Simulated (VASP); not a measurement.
# CrRu3 (Pm-3m) in VASP: settings compared, part 2 of 2

VASP 6.6.1. The steps go on from the part before.

### Step 4. Single point, PBE+D3(BJ)

Input file INCAR:

```
SYSTEM = CrRu3
PREC = Accurate
ENCUT = 500
EDIFF = 1E-6
ISMEAR = -1
SIGMA = 0.1
LREAL = .False.
LASPH = .True.
NELM = 120
ALGO = Normal
ISIF = 2
LWAVE = .False.
LCHARG = .False.
GGA = PE
IVDW = 12
NBANDS = 35
GGA_COMPAT = .False.
```

Input file KPOINTS:

```
regular mesh
0
Gamma
  5 5 5
  0 0 0
```

Input file POSCAR:

```
CrRu3
1.0
    3.8111740000      0.0000000000      0.0000000000
    0.0000000000      3.8111740000      0.0000000000
    0.0000000000      0.0000000000      3.8111740000
Ru Cr
3 1
Direct
    0.0000000000      0.5000000000      0.5000000000
    0.5000000000      0.0000000000      0.5000000000
    0.5000000000      0.5000000000      0.0000000000
    0.0000000000      0.0000000000      0.0000000000
```

Potentials or basis: VASP PAW PBE potentials, release 64 (Ru_pv, Cr_pv).

On the command line:

```
$ cat potpaw_PBE.64/Ru_pv/POTCAR potpaw_PBE.64/Cr_pv/POTCAR > POTCAR
$ mpirun -np 1 vasp_std > vasp.out
```

OUTCAR:

```text
SYSTEM = CrRu3
   PREC = Accurate
   ENCUT = 500
   EDIFF = 1E-6
   ISMEAR = -1
   LREAL = .False.
   LASPH = .True.
   NELM = 120
   ISIF = 2
   GGA = PE
   IVDW = 12
 IVDW          = 12

 ion  position               nearest neighbor table
   1  0.000  0.500  0.500-   2 2.69   3 2.69   4 2.69   3 2.69   4 2.69   2 2.69   4 2.69   4 2.69
                             2 2.69   3 2.69   3 2.69   2 2.69
   2  0.500  0.000  0.500-   1 2.69   3 2.69   4 2.69   3 2.69   4 2.69   1 2.69   3 2.69   3 2.69
                             1 2.69   4 2.69   4 2.69   1 2.69
   3  0.500  0.500  0.000-   1 2.69   2 2.69   4 2.69   1 2.69   2 2.69   2 2.69   4 2.69   2 2.69
                             1 2.69   4 2.69   1 2.69   4 2.69
   4  0.000  0.000  0.000-   1 2.69   2 2.69   3 2.69   1 2.69   2 2.69   1 2.69   3 2.69   1 2.69
                             2 2.69   3 2.69   2 2.69   3 2.69

  LATTYP: Found a simple cubic cell.
 ALAT       =     3.8111740000

  Lattice vectors:

 A1 = (   3.8111740000,   0.0000000000,   0.0000000000)
 A2 = (   0.0000000000,   3.8111740000,   0.0000000000)
 A3 = (   0.0000000000,   0.0000000000,   3.8111740000)

Analysis of symmetry for initial positions (statically):
=====================================================================
 Subroutine PRICEL returns:
 Original cell was already a primitive cell.

 Routine SETGRP: Setting up the symmetry group for a
 simple cubic supercell.

 Subroutine GETGRP returns: Found 48 space group operations
 (whereof 48 operations were pure point group operations)
 out of a pool of 48 trial point group operations.

The static configuration has the point symmetry O_h .

Analysis of symmetry for dynamics (positions and initial velocities):
=====================================================================
 Subroutine PRICEL returns:
 Original cell was already a primitive cell.

 Routine SETGRP: Setting up the symmetry group for a
 simple cubic supercell.

[... 111 lines left out ...]
   IMIX   =      4    mixing-type and parameters
     AMIX     =   0.40;   BMIX     =  1.00
     AMIX_MAG =   1.60;   BMIX_MAG =  1.00
  volume/ion in A,a.u.               =      13.84        93.39
  Fermi-wavevector in a.u.,A,eV,Ry     =   1.623606  3.068170 35.866268  2.636096
  Thomas-Fermi vector in A             =   2.717029
   LORBIT       =      0    0 simple, 1 ext, 2 COOP (PROOUT), +10 PAW based schemes
   GGA     = PE    functional components
   LHFCALC =     F    Hartree Fock is set to
   AEXX    =    0.0000 exact exchange contribution
   IVDW    =    12    specifies the selected vdW correction
   LEPSILON=     F    determine dielectric tensor
   LRPA    =     F    only Hartree local field effects (RPA)
 non-spin polarized calculation
  energy-cutoff  :      500.00
  volume of cell :       55.36
 maximum number of plane-waves:      1413
 NGX is ok and might be reduce to    28
   NGX = 13   NGY = 13   NGZ = 13

 number of electron      54.0000000 magnetization

 Free energy of the ion-electron system (eV)
  ---------------------------------------------------
  ext. energy  EPLUGINS =         0.00000000
  ---------------------------------------------------
  free energy    TOTEN  =       -36.82450830 eV

  energy without entropy =      -36.66922117  energy(sigma->0) =      -36.74686474

 E-fermi :  11.3510     XC(G=0): -13.6696

 val. band max:       11.3415385548   @ k =   0.4000   0.2000   0.0000
 cond. band min:      11.3622674280   @ k =   0.2000   0.2000   0.2000
 fundamental gap:      0.0207288732
 Fermi energy:        11.3510301501

 k-point     1 :       0.0000    0.0000    0.0000
  band No.  band energies     occupation
      1     -32.0011      2.00000
      2     -32.0011      2.00000
      3     -32.0011      2.00000
      4     -31.5792      2.00000
      5     -31.5792      2.00000
      6     -31.5792      2.00000
[... 369 lines left out ...]
     34      14.5076      0.00000
     35      14.5480      0.00000

------------------------ aborting loop because EDIFF is reached ----------------------------------------

 Edisp (eV)   -2.22777

 E8    (eV) :    -1.0100

  FORCE on cell =-STRESS in cart. coord.  units (eV):
  Direction    XX          YY          ZZ          XY          YZ          ZX
  --------------------------------------------------------------------------------------
  -------------------------------------------------------------------------------------
  Total      -5.39129    -5.39129    -5.39129     0.00000     0.00000    -0.00000
  in kB    -156.03665  -156.03665  -156.03665     0.00000     0.00000    -0.00000
  external pressure =     -156.04 kB  Pullay stress =        0.00 kB

 VOLUME and BASIS-vectors are now :
 -----------------------------------------------------------------------------
  energy-cutoff  :      500.00
  volume of cell :       55.36
      direct lattice vectors                 reciprocal lattice vectors
     3.811174000  0.000000000  0.000000000     0.262386341  0.000000000  0.000000000
     0.000000000  3.811174000  0.000000000     0.000000000  0.262386341  0.000000000
     0.000000000  0.000000000  3.811174000     0.000000000  0.000000000  0.262386341

 POSITION                                       TOTAL-FORCE (eV/Angst)
 -----------------------------------------------------------------------------------
      0.00000      1.90559      1.90559         0.000000      0.000000      0.000000
      1.90559      0.00000      1.90559         0.000000      0.000000      0.000000
      1.90559      1.90559      0.00000         0.000000      0.000000      0.000000
      0.00000      0.00000      0.00000         0.000000      0.000000      0.000000
 -----------------------------------------------------------------------------------
    total drift:                                0.000000      0.000000      0.000000

  FREE ENERGIE OF THE ION-ELECTRON SYSTEM (eV)
  ---------------------------------------------------
  free  energy   TOTEN  =       -39.0522777512 eV

  energy  without entropy=      -38.8969906128  energy(sigma->0) =      -38.97463418
```

OSZICAR:

```text
N       E                     dE             d eps       ncg     rms          rms(c)
DAV:   1     0.657171681275E+03    0.65717E+03   -0.30889E+04   700   0.170E+03
DAV:   2    -0.148810654918E+02   -0.67205E+03   -0.65553E+03   718   0.535E+02
DAV:   3    -0.410770507887E+02   -0.26196E+02   -0.24249E+02   756   0.110E+02
DAV:   4    -0.417412859583E+02   -0.66424E+00   -0.65912E+00   814   0.160E+01
DAV:   5    -0.417591624802E+02   -0.17877E-01   -0.17874E-01   862   0.263E+00    0.253E+01
DAV:   6    -0.635676431617E+02   -0.21808E+02   -0.21733E+02   821   0.721E+01    0.561E+01
DAV:   7    -0.369989819521E+02    0.26569E+02   -0.44592E+01   793   0.646E+01    0.648E+00
DAV:   8    -0.368462813241E+02    0.15270E+00   -0.19415E+00   708   0.893E+00    0.288E+00
DAV:   9    -0.368274897094E+02    0.18792E-01   -0.56207E-02   862   0.139E+00    0.120E+00
DAV:  10    -0.368257636558E+02    0.17261E-02   -0.32390E-02   872   0.129E+00    0.746E-01
DAV:  11    -0.368246000321E+02    0.11636E-02   -0.75060E-03   883   0.563E-01    0.184E-01
DAV:  12    -0.368246276268E+02   -0.27595E-04   -0.13899E-03   886   0.268E-01    0.183E-01
DAV:  13    -0.368245145517E+02    0.11308E-03   -0.65999E-04   907   0.167E-01    0.348E-02
DAV:  14    -0.368245086589E+02    0.58928E-05   -0.29016E-05   884   0.416E-02    0.261E-03
DAV:  15    -0.368245083049E+02    0.35401E-06   -0.59885E-07   415   0.620E-03
   1 F= -.39052278E+02 E0= -.38974634E+02  d E =-.155287E+00
```

stdout:

```text
POSCAR found type information on POSCAR RuCr
 POSCAR found :  2 types and       4 ions
 scaLAPACK will be used
 LDA part: xc-table for (Slater+PW92), standard interpolation
 POSCAR, INCAR and KPOINTS ok, starting setup
 FFT: planning ... GRIDC
 FFT: planning ... GRID_SOFT
 FFT: planning ... GRID
 WAVECAR not read
 entering main loop
```

Wall time 14 s (1 thread of Intel Xeon Platinum 8559C (Emerald Rapids), shared host); peak memory 0.16 GiB.

Results:

| Item | Value |
| --- | --- |
| Free energy | -39.0523 eV |
| Pressure | -15.6 GPa |
| Band gap on the k mesh | zero (bands 27 and 28 overlap by 2.56 eV) |
| Dispersion energy per atom | -0.557 eV |

Caveat: three body term missing; the cell stands under tension; the run has no spin polarisation, though such a crystal can be magnetic. Spin polarisation is off, so any magnetic state and its effect on volume and gap are missing.

### Step 5. The runs side by side

| level | smearing | gap on the mesh (eV) | pressure (GPa) |
| --- | --- | --- | --- |
| PBE | fermi-dirac 0.1 eV | none | -8.9 |
| PBE | fermi-dirac 0.15 eV | none | -8.5 |
| PBE+D3(BJ) | fermi-dirac 0.1 eV | none | -15.6 |

Alike in all rows: task single point; potentials or basis VASP PAW PBE potentials, release 64 (Ru_pv, Cr_pv); no spin polarisation; cell as given; k mesh 5 × 5 × 5; cutoff (eV) 500.

The pressure there spans -15.6 GPa (PBE+D3(BJ)) to -8.5 GPa (PBE); a positive pressure means that this level wants a larger cell, a negative one a smaller.

Caveats: the cell stands under tension; the run has no spin polarisation, though such a crystal can be magnetic; three body term missing (at least some runs).

Absolute energies hang on the potentials; compare differences alone.
